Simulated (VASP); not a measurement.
# MnS: single point with LDA

Crystal: MnS.

```
Mn S
1.0
     0.00000    2.60450    2.60450
     2.60450    0.00000    2.60450
     2.60450    2.60450    0.00000
Mn S
1 1
Direct
  0.00000 0.00000 0.00000
  0.50000 0.50000 0.50000
```

| Quantity | Value |
| --- | --- |
| Program | VASP 6.6.1 |
| Task | single point |
| Functional | LDA |
| Potentials or basis | VASP PAW LDA potentials, release 64 (Mn_pv, S) |
| Cutoff | 520 eV |
| k mesh | 7 × 7 × 7 |
| Occupations | fermi-dirac, width 0.05 eV |
| Spin | collinear spin, ferromagnetic start |
| Starting moments | [4.0, 0.0] μB |

| Property | Result |
| --- | --- |
| Pressure | -12.0 GPa |
| Net moment | 4.54 μB per cell |
| Site moments | Mn +4.09; S +0.10 μB |
| Valence electrons inside the program's atomic spheres | Mn 11.35; S 3.69 |

Levels at points of the mesh, in eV from the Fermi level:
Spin up:
| k point | band 10 | band 11 | band 12 | band 13 | band 14 | band 15 |
| --- | --- | --- | --- | --- | --- | --- |
| (0.00, 0.00, 0.00) | -1.78 | -1.78 | -1.78 | 1.78 | 8.72 | 8.72 |
Spin down:
```tsv
k point	band 4	band 5	band 6	band 7	band 8	band 9	band 10	band 11
(0.00, 0.00, 0.00)	-14.12	-1.51	-1.51	-1.51	0.08	0.08	0.08	0.20
```

Run time: 60 s on 1 thread of AMD EPYC 7R13 Processor (Zen 3) (shared host), peak memory 0.12 GiB.

Caveat: a cell with one magnetic atom can't hold antiferromagnetic order, which such compounds often take; semilocal functionals often make such compounds metallic where correlation or magnetic order opens a gap, which also shifts bond lengths. With open d or f shells a metallic result of LDA can be an artefact of self-interaction; +U or a hybrid may open a gap.
